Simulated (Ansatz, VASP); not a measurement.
# HfN: VASP beside Ansatz

```xyz
2
Lattice="0.0000 2.5162 2.3321 2.5162 0.0000 2.3321 2.5162 2.5162 0.0000" Properties=species:S:1:pos:R:3 pbc="T T T"
Hf    0.0000    0.0000    0.0000
N     3.7743    3.7743    3.4981
```

Change from the starting cell: strain +0.025 along x and y, -0.050 along z, atoms carried along.

Alike in both runs: task single point; functional PBE; k mesh 16 × 16 × 16; occupations gaussian, width 0.15 eV; no spin polarisation.

|  | VASP | Ansatz |
| --- | --- | --- |
| version | VASP 6.6.1 | Ansatz 0.2.0 |
| potentials or method | VASP PAW PBE potentials, release 64 (Hf_pv, N), cutoff 520 eV | scalar-relativistic, plane waves, PAW |
| valence electrons in the cell | 15 | 31 |

|  | VASP | Ansatz | Ansatz less VASP |
| --- | --- | --- | --- |
| gap on the k mesh at the Fermi level (eV) | none | none | - |
| pressure (GPa) | -0.3 | 0.8 | +1.07 |
| traceless stress, the component that is largest in VASP (GPa) | 6.56 | 6.55 | -0.015 |

A gap of «none» marks a metal or a gap that the smearing closes. The functional is the same, so the differences come from potentials, cutoffs and numerics. VASP's potentials hold 15 valence electrons a cell and Ansatz's 31, so a difference there can come from the potentials and not from the codes.

Neither program's run includes spin-orbit coupling.
